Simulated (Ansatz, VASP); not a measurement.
## TiB2 in VASP and in Ansatz

```
Ti B
1.0
     2.99430    0.00000    0.00000
    -1.49715    2.59314    0.00000
     0.00000    0.00000    3.15934
Ti B
1 2
Direct
  0.00000 0.00000 0.00000
  0.33333 0.66667 0.50000
  0.66667 0.33333 0.50000
```

Alike in both runs: functional LDA; k mesh 15 × 15 × 12; occupations fermi-dirac, width 0.15 eV; no spin polarisation.

Ansatz relaxed the structure, and its values are those at the end. VASP's run is a single point on that final structure, the one shown.

|  | VASP | Ansatz |
| --- | --- | --- |
| version | VASP 6.6.1 | Ansatz 0.2.0 |
| potentials or method | VASP PAW LDA potentials, release 64 (Ti_sv, B), cutoff 520 eV | scalar-relativistic, plane waves, PAW |
| valence electrons in the cell | 18 | 18 |

VASP gave:

| Item | Value |
| --- | --- |
| gap on the k mesh at the Fermi level (eV) | none |
| pressure (GPa) | 0.7 |

Problem. What did Ansatz give for the same quantities?

Solution. gap on the k mesh at the Fermi level (eV): none; pressure (GPa): 0.0.

Ansatz warns that its potentials were made for another functional, while VASP's fit it. LDA's correlation is that of Perdew and Zunger in VASP and of Perdew and Wang (1992) in Ansatz. A gap of «none» marks a metal or a gap that the smearing closes.
